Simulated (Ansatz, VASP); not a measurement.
## C in VASP and in Ansatz

The input INCAR:

```
  ALGO = Normal
  EDIFF = 1E-6
  ENCUT = 520
  GGA = CA
  ISIF = 2
  ISMEAR = 0
  LASPH = T
  LCHARG = F
  LREAL = F
  LWAVE = F
  NBANDS = 26
  NELM = 80
  PREC = Accurate
  SIGMA = 0.05
```

The input KPOINTS:

```
k-points
0
Gamma
  8 8 8
```

Contents of POSCAR:

```
C
1.0
   -2.3380863495      2.3380863495      2.3380863495
    2.3380863495     -2.3380863495      2.3380863495
    2.3380863495      2.3380863495     -2.3380863495
C
8
Direct
    0.3254710859      0.0000000000      0.0000000000
    0.6745289141      0.6745289141      0.6745289141
    0.0000000000      0.3254710859      0.0000000000
    0.0000000000      0.0000000000      0.3254710859
    0.0000000000      0.6745289141      0.0000000000
    0.3254710859      0.3254710859      0.3254710859
    0.6745289141      0.0000000000      0.0000000000
    0.0000000000      0.0000000000      0.6745289141
```

Input for Ansatz:

```yaml
crystal:
  lattice:
    - [-2.3380863495, 2.3380863495, 2.3380863495]
    - [2.3380863495, -2.3380863495, 2.3380863495]
    - [2.3380863495, 2.3380863495, -2.3380863495]
  atoms:
    - { symbol: C, position: [0.3254710859, 0.0, 0.0] }
    - { symbol: C, position: [0.6745289141, 0.6745289141, 0.6745289141] }
    - { symbol: C, position: [0.0, 0.3254710859, 0.0] }
    - { symbol: C, position: [0.0, 0.0, 0.3254710859] }
    - { symbol: C, position: [0.0, 0.6745289141, 0.0] }
    - { symbol: C, position: [0.3254710859, 0.3254710859, 0.3254710859] }
    - { symbol: C, position: [0.6745289141, 0.0, 0.0] }
    - { symbol: C, position: [0.0, 0.0, 0.6745289141] }
basis:
  ecutwfc: 420
kpoints:
  mp_grid: { grid: [8, 8, 8] }
hamiltonian:
  xc: lda
scf:
  occupations: { method: gaussian, width: 0.05 }
output:
  forces: true
  stress: true
  eigenvalues: true
```

Change from the starting cell: strain -0.030 along x and y, -0.030 along z, atoms carried along.

Alike in both runs: task single point; functional LDA; k mesh 8 × 8 × 8; occupations gaussian, width 0.05 eV; no spin polarisation.

```csv
,VASP,Ansatz
version,VASP 6.6.1,Ansatz 0.2.0
potentials or method,"VASP PAW LDA potentials, release 64 (C), cutoff 520 eV","scalar-relativistic, plane waves, PAW"
valence electrons in the cell,32,32
```

Ansatz gave:

| Item | Value |
| --- | --- |
| gap on the k mesh at the Fermi level (eV) | 3.22 |
| least direct gap on the mesh (eV) | 3.88 |
| pressure (GPa) | 36.9 |
| rms of the force components (eV/Å) | 0.289 |

**Question.** Which values does VASP return?

**Answer.** gap on the k mesh at the Fermi level (eV): 3.21; least direct gap on the mesh (eV): 3.85; pressure (GPa): 38.3; rms of the force components (eV/Å): 0.335.

LDA's correlation is that of Perdew and Zunger in VASP and of Perdew and Wang (1992) in Ansatz. Atom by atom the forces differ by 0.046 eV/Å (rms over components). Both programs put the cell under a high pressure, so it lies far from rest at this level.
